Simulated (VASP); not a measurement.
# SiC (P6_3mc) in VASP: notebook

SiC is run at these levels: revPBE+D4, PBE+D4; tasks: single point.

Everything below comes from runs of VASP 6.6.1. Logs are shortened: lines on timing, memory, paths and dates and some standing lists are left out, and cuts for length are marked.

### 1 The cell of the first run

The structure is hexagonal, space group P6_3mc (No. 186). The conventional cell has a = 3.136 Å, b = 3.136 Å, c = 15.370 Å, α = 90.00°, β = 90.00°, γ = 120.00°. Within 2.5 Å of Si (site symmetry 3m) lie 4 C at 1.92 Å. Within 2.5 Å of Si (site symmetry 3m) lie 4 C at 1.92 Å. Within 2.5 Å of Si (site symmetry 3m) lie 4 C at 1.92 Å. C (site symmetry 3m) has 4 Si at 1.92 Å within 2.5 Å. C (site symmetry 3m) has 4 Si at 1.92 Å within 2.5 Å. C (site symmetry 3m) has 4 Si at 1.92 Å within 2.5 Å.

### 2 Single point, revPBE+D4

File INCAR:

```
SYSTEM = SiC
ALGO = Normal ; EDIFF = 1E-6
ENCUT = 520 ; GGA = RE
ISIF = 2 ; ISMEAR = -1
IVDW = 13 ; LASPH = .TRUE.
LCHARG = .FALSE. ; LREAL = .FALSE.
LWAVE = .FALSE. ; NBANDS = 36
NELM = 60 ; PREC = Accurate
SIGMA = 0.05
```

File KPOINTS:

```
k-points
0
G
  10 10 2
  0 0 0
```

File POSCAR:

```
SiC
1.0
    3.1357283548      0.0000000000      0.0000000000
   -1.5678641774      2.7156204146      0.0000000000
    0.0000000000      0.0000000000     15.3696281560
Si C
6 6
Direct
    0.6666666667      0.3333333333      0.4583000000
    0.3333333333      0.6666666667      0.9583000000
    0.6666666667      0.3333333333      0.7917000000
    0.3333333333      0.6666666667      0.2917000000
    0.0000000000      0.0000000000      0.6250000000
    0.0000000000      0.0000000000      0.1250000000
    0.6666666667      0.3333333333      0.3333000000
    0.3333333333      0.6666666667      0.8333000000
    0.6666666667      0.3333333333      0.6667000000
    0.3333333333      0.6666666667      0.1667000000
    0.0000000000      0.0000000000      0.5000000000
    0.0000000000      0.0000000000      0.0000000000
```

Potentials or basis: VASP PAW PBE potentials, release 64 (Si, C).

On the command line:

```
$ cat potpaw_PBE.64/Si/POTCAR potpaw_PBE.64/C/POTCAR > POTCAR
$ mpirun -np 1 vasp_std > vasp.out
```

OUTCAR:

```text
SYSTEM = SiC
   EDIFF = 1E-6
   ENCUT = 520
   GGA = RE
   ISIF = 2
   ISMEAR = -1
   IVDW = 13
   LASPH = .TRUE.
   LREAL = .FALSE.
   NELM = 60
   PREC = Accurate

 ion  position               nearest neighbor table
   1  0.667  0.333  0.458-  11 1.92  11 1.92  11 1.92   7 1.92   4 3.14   4 3.14   4 3.14   5 3.14
                             5 3.14   5 3.14
   2  0.333  0.667  0.958-  12 1.92  12 1.92  12 1.92   8 1.92   3 3.14   3 3.14   3 3.14   6 3.14
                             6 3.14   6 3.14
   3  0.667  0.333  0.792-   8 1.92   8 1.92   8 1.92   9 1.92   2 3.14   2 3.14   2 3.14   5 3.14
                             5 3.14   5 3.14
   4  0.333  0.667  0.292-   7 1.92   7 1.92   7 1.92  10 1.92   1 3.14   1 3.14   1 3.14   6 3.14
                             6 3.14   6 3.14
   5  0.000  0.000  0.625-   9 1.92   9 1.92   9 1.92  11 1.92   3 3.14   1 3.14   3 3.14   1 3.14
                             1 3.14   3 3.14
   6  0.000  0.000  0.125-  10 1.92  10 1.92  10 1.92  12 1.92   4 3.14   2 3.14   2 3.14   4 3.14
                             4 3.14   2 3.14
   7  0.667  0.333  0.333-   4 1.92   4 1.92   4 1.92   1 1.92
   8  0.333  0.667  0.833-   3 1.92   3 1.92   3 1.92   2 1.92
   9  0.667  0.333  0.667-   5 1.92   5 1.92   5 1.92   3 1.92
  10  0.333  0.667  0.167-   6 1.92   6 1.92   6 1.92   4 1.92
  11  0.000  0.000  0.500-   1 1.92   1 1.92   1 1.92   5 1.92
  12  0.000  0.000  0.000-   2 1.92   2 1.92   2 1.92   6 1.92

  LATTYP: Found a hexagonal cell.
 ALAT       =     3.1357283548
 C/A-ratio  =     4.9014539580

  Lattice vectors:

 A1 = (   3.1357283548,   0.0000000000,   0.0000000000)
 A2 = (  -1.5678641774,   2.7156204146,   0.0000000000)
 A3 = (   0.0000000000,   0.0000000000,  15.3696281560)

Analysis of symmetry for initial positions (statically):
=====================================================================
 Subroutine PRICEL returns:
 Original cell was already a primitive cell.

 Routine SETGRP: Setting up the symmetry group for a
 hexagonal supercell.

 Subroutine GETGRP returns: Found 12 space group operations
 (whereof  6 operations were pure point group operations)
 out of a pool of 24 trial point group operations.

The static configuration has the point symmetry C_3v.
 The point group associated with its full space group is C_6v.

Analysis of symmetry for dynamics (positions and initial velocities):
=====================================================================
 Subroutine PRICEL returns:
 Original cell was already a primitive cell.

 Routine SETGRP: Setting up the symmetry group for a
 hexagonal supercell.

[... 139 lines left out ...]
   EFERMI =   0.00;   METHOD = LEGACY
   ISMEAR =    -1;   SIGMA  =   0.05  broadening in eV -4-tet -1-fermi 0-gaus
   EFERMI_NEDOS =   21; number of points for ismear=-14 and -15
   IALGO  =     38    algorithm
   IMIX   =      4    mixing-type and parameters
     AMIX     =   0.40;   BMIX     =  1.00
     AMIX_MAG =   1.60;   BMIX_MAG =  1.00
  volume/ion in A,a.u.               =      10.91        73.60
  Fermi-wavevector in a.u.,A,eV,Ry     =   1.171831  2.214439 18.683353  1.373188
  Thomas-Fermi vector in A             =   2.308269
   LORBIT       =      0    0 simple, 1 ext, 2 COOP (PROOUT), +10 PAW based schemes
   GGA     = RE    functional components
   LHFCALC =     F    Hartree Fock is set to
   AEXX    =    0.0000 exact exchange contribution
   IVDW    =    13    specifies the selected vdW correction
   LEPSILON=     F    determine dielectric tensor
   LRPA    =     F    only Hartree local field effects (RPA)
 non-spin polarized calculation
  energy-cutoff  :      520.00
  volume of cell :      130.88
 maximum number of plane-waves:      3548
 NGX is ok and might be reduce to    24
   NGX = 11   NGY = 11   NGZ = 57

 number of electron      48.0000001 magnetization

 Free energy of the ion-electron system (eV)
  ---------------------------------------------------
  ext. energy  EPLUGINS =         0.00000000
  ---------------------------------------------------
  free energy    TOTEN  =       -86.64887737 eV

  energy without entropy =      -86.64887737  energy(sigma->0) =      -86.64887737

 E-fermi :   8.6631     XC(G=0): -11.0754

 val. band max:        7.6408948094   @ k =   0.0000   0.0000   0.0000
 cond. band min:       9.6801434146   @ k =   0.5000   0.0000   0.0000
 fundamental gap:      2.0392486051
 Fermi energy:         8.6631127059

 k-point     1 :       0.0000    0.0000    0.0000
  band No.  band energies     occupation
      1      -7.4239      2.00000
      2      -6.9282      2.00000
      3      -6.8854      2.00000
      4      -5.4666      2.00000
      5      -5.4348      2.00000
      6      -4.0536      2.00000
[... 925 lines left out ...]
     35      14.9067      0.00000
     36      14.9067      0.00000

 [... further k-points ...]

------------------------ aborting loop because EDIFF is reached ----------------------------------------

  DFT-D4 for vdW energy calculation

  Edisp (eV):   -7.40446

  FORCE on cell =-STRESS in cart. coord.  units (eV):
  Direction    XX          YY          ZZ          XY          YZ          ZX
  --------------------------------------------------------------------------------------
  -------------------------------------------------------------------------------------
  Total     -11.28791   -11.28791   -10.62971     0.00000     0.00000     0.00000
  in kB    -138.18263  -138.18263  -130.12508     0.00000     0.00000     0.00000
  external pressure =     -135.50 kB  Pullay stress =        0.00 kB

 VOLUME and BASIS-vectors are now :
 -----------------------------------------------------------------------------
  energy-cutoff  :      520.00
  volume of cell :      130.88
      direct lattice vectors                 reciprocal lattice vectors
     3.135728355  0.000000000  0.000000000     0.318905175  0.184119989  0.000000000
    -1.567864177  2.715620415  0.000000000     0.000000000  0.368239977  0.000000000
     0.000000000  0.000000000 15.369628156     0.000000000  0.000000000  0.065063383

 POSITION                                       TOTAL-FORCE (eV/Angst)
 -----------------------------------------------------------------------------------
      1.56786      0.90521      7.04390         0.000000     -0.000000      0.046246
     -0.00000      1.81041     14.72871        -0.000000      0.000000      0.046246
      1.56786      0.90521     12.16813        -0.000000      0.000000      0.027794
     -0.00000      1.81041      4.48332         0.000000      0.000000      0.027794
      0.00000      0.00000      9.60602        -0.000000      0.000000      0.047030
      0.00000      0.00000      1.92120         0.000000     -0.000000      0.047030
      1.56786      0.90521      5.12270        -0.000000      0.000000     -0.019081
     -0.00000      1.81041     12.80751        -0.000000      0.000000     -0.019081
      1.56786      0.90521     10.24693         0.000000      0.000000      0.037883
     -0.00000      1.81041      2.56212        -0.000000      0.000000      0.037883
      0.00000      0.00000      7.68481        -0.000000      0.000000     -0.139872
      0.00000      0.00000      0.00000         0.000000      0.000000     -0.139872
 -----------------------------------------------------------------------------------
    total drift:                               -0.000000     -0.000000      0.000357

  FREE ENERGIE OF THE ION-ELECTRON SYSTEM (eV)
  ---------------------------------------------------
  free  energy   TOTEN  =       -94.0533376833 eV

  energy  without entropy=      -94.0533376832  energy(sigma->0) =      -94.05333768
```

OSZICAR:

```text
N       E                     dE             d eps       ncg     rms          rms(c)
DAV:   1     0.121526402608E+03    0.12153E+03   -0.21633E+04  2016   0.120E+03
DAV:   2    -0.844971202795E+02   -0.20602E+03   -0.19373E+03  2672   0.201E+02
DAV:   3    -0.963919587560E+02   -0.11895E+02   -0.11807E+02  2644   0.459E+01
DAV:   4    -0.965831257594E+02   -0.19117E+00   -0.19070E+00  2584   0.667E+00
DAV:   5    -0.965874939184E+02   -0.43682E-02   -0.43636E-02  2580   0.954E-01    0.212E+01
DAV:   6    -0.868184892868E+02    0.97690E+01   -0.29400E+01  2484   0.197E+01    0.977E+00
DAV:   7    -0.866707043160E+02    0.14778E+00   -0.28885E+00  2728   0.642E+00    0.410E+00
DAV:   8    -0.866470832192E+02    0.23621E-01   -0.18002E-01  2408   0.172E+00    0.126E+00
DAV:   9    -0.866474215893E+02   -0.33837E-03   -0.28002E-02  2536   0.797E-01    0.204E-01
DAV:  10    -0.866486545038E+02   -0.12329E-02   -0.27125E-03  2564   0.225E-01    0.100E-01
DAV:  11    -0.866488690145E+02   -0.21451E-03   -0.56323E-04  2352   0.120E-01    0.127E-02
DAV:  12    -0.866488736098E+02   -0.45953E-05   -0.19100E-05  2624   0.210E-02    0.664E-03
DAV:  13    -0.866488766180E+02   -0.30082E-05   -0.34924E-06  2288   0.931E-03    0.313E-03
DAV:  14    -0.866488773700E+02   -0.75196E-06   -0.12229E-07  1476   0.203E-03
   1 F= -.94053338E+02 E0= -.94053338E+02  d E =-.177665E-09
```

It took 68 s on 1 thread of Intel Xeon 6975P-C (Granite Rapids), shared host; peak memory 0.28 GiB.

What came out:

| Item | Value |
| --- | --- |
| Free energy | -94.0533 eV |
| Pressure | -13.5 GPa |
| Largest force | 0.140 eV/Å |
| Band gap on the k mesh | 2.04 eV (least direct gap 3.12 eV) |
| Dispersion energy per atom | -0.617 eV |

Forces on the atoms (eV/Å):
```
Si   0.000  0.000  0.046
Si   0.000  0.000  0.046
Si   0.000  0.000  0.028
Si   0.000  0.000  0.028
Si   0.000  0.000  0.047
Si   0.000  0.000  0.047
C    0.000  0.000 -0.019
C    0.000  0.000 -0.019
C    0.000  0.000  0.038
C    0.000  0.000  0.038
C    0.000  0.000 -0.140
C    0.000  0.000 -0.140
```

Caveat: the cell stands under tension; the PAW data sets were made with another functional, which shifts forces and pressure a little. A k mesh can miss the band edges.

### 3 Single point, PBE+D4

This run uses another cell than the first one, of 11.12 Å³/atom.

File INCAR:

```
SYSTEM = SiC
PREC = Accurate ; ENCUT = 520
EDIFF = 1E-6 ; ISMEAR = -1
SIGMA = 0.05 ; LREAL = .FALSE.
LASPH = .TRUE. ; NELM = 100
ALGO = Normal ; ISIF = 2
LWAVE = .FALSE. ; LCHARG = .FALSE.
GGA = PE ; IVDW = 13
NBANDS = 36
```

File KPOINTS:

```
Automatic mesh
0
G
  10 10 2
  0 0 0
```

POSCAR: that of step 2 with these lines changed.

```diff
@@ -2,5 +2,5 @@
 1.0
-    3.1357283548      0.0000000000      0.0000000000
-   -1.5678641774      2.7156204146      0.0000000000
-    0.0000000000      0.0000000000     15.3696281560
+    3.1557016854      0.0000000000      0.0000000000
+   -1.5778508427      2.7329178263      0.0000000000
+    0.0000000000      0.0000000000     15.4675265161
 Si C
```

Potentials or basis: VASP PAW PBE potentials, release 64 (Si, C).

On the command line:

```
$ cat potpaw_PBE.64/Si/POTCAR potpaw_PBE.64/C/POTCAR > POTCAR
$ mpirun -np 1 vasp_std > vasp.out
```

Run time: 57 s. Hardware: 1 thread of Intel Xeon 6975P-C (Granite Rapids), shared host; peak memory 0.29 GiB.

It converged, with:

```yaml
Free_energy: -93.8340 eV
Pressure: -14.4 GPa
Largest_force: 0.135 eV/Å
Band_gap_on_the_k_mesh: 2.04 eV (least direct gap 3.11 eV)
Dispersion_energy_per_atom: -0.310 eV
```

Forces on the atoms (eV/Å):
```
Si   0.000  0.000  0.047
Si   0.000  0.000  0.047
Si   0.000  0.000  0.022
Si   0.000  0.000  0.022
Si   0.000  0.000  0.048
Si   0.000  0.000  0.048
C    0.000  0.000 -0.014
C    0.000  0.000 -0.014
C    0.000  0.000  0.032
C    0.000  0.000  0.032
C    0.000  0.000 -0.135
C    0.000  0.000 -0.135
```

Stress tensor (GPa, compression positive):
```
-14.69   0.00   0.00
  0.00 -14.69   0.00
  0.00   0.00 -13.95
```

Levels at points of the mesh, in eV from the valence-band top:
| k point | band 21 | band 22 | band 23 | band 24 | band 25 | band 26 | band 27 | band 28 |
| --- | --- | --- | --- | --- | --- | --- | --- | --- |
| (0.00, 0.00, 0.00) | -0.29 | -0.05 | 0.00 | 0.00 | 4.55 | 4.72 | 5.10 | 5.48 |
| (0.50, 0.00, 0.00) | -1.75 | -1.72 | -1.61 | -1.08 | 2.04 | 2.19 | 3.08 | 3.74 |
| (0.00, 0.00, 0.50) | -0.09 | -0.09 | -0.09 | -0.09 | 4.61 | 4.61 | 5.33 | 5.33 |
| (0.50, 0.00, 0.50) | -1.67 | -1.67 | -1.27 | -1.27 | 2.06 | 2.06 | 3.31 | 3.31 |

Caveat: the cell stands under tension. A k mesh can miss the band edges.
